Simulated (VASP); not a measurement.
Write the native input for VASP 6.6.1 that does the following.

- Task: single point
- Functional: PBE
- Potentials or basis: VASP PAW PBE potentials, release 64 (B, N)
- Cutoff: 520 eV
- k mesh: 12 × 12 × 4
- Occupations: gaussian, width 0.05 eV
- Spin: no spin polarisation
- Dipole correction: no
- Further INCAR settings: ALGO = Normal; EDIFF = 1e-07; NBANDS = 16

The structure of BN lies in POSCAR:

```
BN
1.0
    2.5121751215      0.0000000000      0.0000000000
   -1.2560875608      2.1756074740      0.0000000000
    0.0000000000      0.0000000000      8.3436910039
B N
2 2
Direct
    0.3333333333      0.6666666667      0.2500000000
    0.6666666667      0.3333333333      0.7500000000
    0.3199498793      0.7032309430      0.7500000000
    0.6666666667      0.3333333333      0.2500000000
```

This cell differs from its parent crystal: atom 3 (N) moved -0.113 Å along Cartesian [1 -1 0].

One way to write it, as run:

INCAR

```
PREC = Accurate ; ENCUT = 520
EDIFF = 1E-7 ; ISMEAR = 0
SIGMA = 0.05 ; LREAL = False
LASPH = True ; NELM = 80
ALGO = Normal ; ISIF = 2
LWAVE = False ; LCHARG = False
GGA = PE ; NBANDS = 16
```

KPOINTS

```
regular mesh
0
Gamma
  12 12 4
```

Potentials or basis: VASP PAW PBE potentials, release 64 (B, N).

Command:

```console
$ cat potpaw_PBE.64/B/POTCAR potpaw_PBE.64/N/POTCAR > POTCAR
$ mpirun -np 1 vasp_std > vasp.out
```

It gave:

```json
{"Pressure": "1.8 GPa", "Largest force": "4.041 eV/Å", "Band gap on the k mesh": "4.22 eV, indirect (least direct gap 4.45 eV)"}
```

Caveat: the cell differs from its parent crystal (atom 3 (N) moved -0.113 Å along Cartesian [1 -1 0]); this functional lacks dispersion, which binds the layers, so the pressure and a relaxed spacing across them are unreliable; forces of over 1 eV/Å act on the atoms, so gaps and moduli don't describe the material at rest.

It took 4.8 min on 1 thread of AMD EPYC 7R13, on a shared host, peak memory 0.23 GiB.
